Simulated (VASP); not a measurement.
The system is Os.

```
CELL_PARAMETERS angstrom
1.08722 -2.02986 0.00000
1.08722 2.02986 0.00000
0.00000 0.00000 3.16991
ATOMIC_POSITIONS crystal
Os 0.00000 0.00000 0.00000
```

| Quantity | Value |
| --- | --- |
| Program | VASP 6.6.1 |
| Task | relaxation of cell and atoms |
| Functional | PBE |
| Potentials or basis | VASP PAW PBE potentials, release 64 (Os) |
| Cutoff | 600 eV |
| k mesh | 8 × 8 × 6 |
| Occupations | gaussian, width 0.1 eV |
| Spin | no spin polarisation |

At the start: pressure 177.7 GPa; volume 13.99 Å³/atom.

Problem. Where does the relaxation end?

Solution. Over 15 steps the energy falls by 3452.0 meV/atom and the volume is 15.75 Å³/atom (+12.6 %); space group P6/mmm (No. 191, to 0.05 Å).

Step by step:
```
step  energy change (eV)  largest force (eV/Å)  pressure (GPa)  volume (Å³)
   1              0.0000                0.0000          177.75        13.99
   2              5.1709                0.0000          -29.32        61.60
   3             -0.7691                0.0000          -42.43        27.28
   4             -1.8315                0.0000          -43.88        23.71
   5             -2.9427                0.0000          -11.66        18.55
   6             -2.9425                0.0000          -10.09        18.45
   7             -3.3843                0.0000            0.42        16.03
   8             -3.4225                0.0000            9.32        15.40
   9             -3.4223                0.0000           11.42        15.28
  10             -3.3462                0.0000          -10.29        16.47
  11             -3.4455                0.0000            1.64        15.67
  12             -3.4505                0.0000           -3.01        15.91
  13             -3.4510                0.0000           -2.00        15.85
  14             -3.4501                0.0000            2.94        15.61
  15             -3.4520                0.0000            0.06        15.75
```

Final structure:
```
Os
1.0
     1.33469   -2.31695    0.00000
     1.33469    2.31695    0.00000
     0.00000    0.00000    2.54644
Os
1
Direct
  0.00000 0.00000 0.00000
```

Caveat: the k points lie up to 0.41 Å⁻¹ apart in the final cell.
